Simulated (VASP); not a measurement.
## Al2Au: single point with PBEsol

Crystal: Al2Au.

```
Au Al
1.0
     0.00000    2.95945    2.95945
     2.95945    0.00000    2.95945
     2.95945    2.95945    0.00000
Au Al
1 2
Direct
  0.00000 0.00000 0.00000
  0.75000 0.75000 0.75000
  0.25000 0.25000 0.25000
```

This cell differs from its parent crystal: volume scaled by 0.96.

- Program: VASP 6.6.1
- Task: single point
- Functional: PBEsol
- Potentials or basis: VASP PAW PBE potentials, release 64 (Au, Al)
- Cutoff: 520 eV
- k mesh: 8 × 8 × 8
- Occupations: fermi-dirac, width 0.05 eV
- Spin: no spin polarisation

```
Pressure : 5.0 GPa
```

Levels at points of the mesh, in eV from the Fermi level:
```csv
k point,band 5,band 6,band 7,band 8,band 9,band 10,band 11,band 12,band 13,band 14
"(0.00, 0.00, 0.00)",-5.85,-5.85,2.55,2.92,2.92,2.92,4.10,4.10,4.10,5.84
"(0.50, 0.00, 0.00)",-5.72,-5.72,-5.64,0.32,0.32,3.31,3.91,3.93,3.93,8.95
"(0.50, 0.50, 0.00)",-6.00,-5.52,-5.20,-2.23,-2.23,1.51,2.04,7.66,10.16,10.16
```

Run time: 15 s on 1 thread of AMD EPYC 9R45 96-Core Processor (Zen 5), on a shared host, peak memory 0.15 GiB.

Caveat: the PAW data sets were made with another functional, which shifts forces and pressure a little; spin-orbit coupling is left out, which moves the levels of the heavy elements.
